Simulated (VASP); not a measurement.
Wanted: the native input for a VASP 6.6.1 run.

* Task: single point
* Functional: revPBE
* Dispersion: D3(BJ)
* Potentials or basis: VASP PAW PBE potentials, release 64 (Sr_sv)
* Cutoff: 500 eV
* k mesh: 8 × 8 × 8
* Occupations: fermi-dirac, width 0.05 eV
* Spin: no spin polarisation
* Dipole correction: no
* Further INCAR settings: ALGO = Normal; EDIFF = 1e-06; NBANDS = 11

The structure of Sr lies in POSCAR:

```
Sr
1.0
   -2.4350000000      2.4350000000      2.4350000000
    2.4350000000     -2.4350000000      2.4350000000
    2.4350000000      2.4350000000     -2.4350000000
Sr
1
Direct
    0.0000000000      0.0000000000      0.0000000000
```

This isn't the form of Sr at room conditions, which is fcc.

One way to write it, as run:

INCAR

```
  PREC = Accurate
  ENCUT = 500
  EDIFF = 1E-6
  ISMEAR = -1
  SIGMA = 0.05
  LREAL = False
  LASPH = True
  NELM = 120
  ALGO = Normal
  ISIF = 2
  LWAVE = False
  LCHARG = False
  GGA = RE
  IVDW = 12
  NBANDS = 11
  GGA_COMPAT = False
```

KPOINTS

```
regular mesh
0
Gamma
  8 8 8
```

Potentials or basis: VASP PAW PBE potentials, release 64 (Sr_sv).

The run is started by

```console
$ cat potpaw_PBE.64/Sr_sv/POTCAR > POTCAR
$ mpirun -np 1 vasp_std > vasp.out
```

Results of the run:

The pressure is -1.0 GPa, the band gap on the k mesh is zero (bands 5 and 6 overlap by 0.40 eV) and the dispersion energy per atom is -0.318 eV.

Caveat: the PAW data sets were made with another functional, which shifts forces and pressure a little.

Wall time 6.5 s on 1 thread of AMD EPYC 9R45 96-Core Processor (Zen 5) (shared host), peak memory 0.15 GiB.
